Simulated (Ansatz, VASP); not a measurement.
**Al: VASP beside Ansatz**

```xyz
1
Lattice="2.6250 0.0000 0.0000 0.0000 2.6250 0.0000 0.0000 0.0000 2.6250" Properties=species:S:1:pos:R:3 pbc="T T T"
Al    0.0000    0.0000    0.0000
```

Alike in both runs: task single point; functional RPBE; k mesh 13 × 13 × 13; occupations fermi-dirac, width 0.1 eV; no spin polarisation.

|  | VASP | Ansatz |
| --- | --- | --- |
| version | VASP 6.6.1 | Ansatz 0.2.0 |
| potentials or method | VASP PAW PBE potentials, release 64 (Al), cutoff 520 eV | plane waves (420 eV) with PAW, scalar-relativistic |
| valence electrons in the cell | 3 | 3 |

|  | VASP | Ansatz | Ansatz less VASP |
| --- | --- | --- | --- |
| pressure (GPa) | 9.1 | 9.3 | +0.13 |

VASP's potentials were made for PBE, not for RPBE.
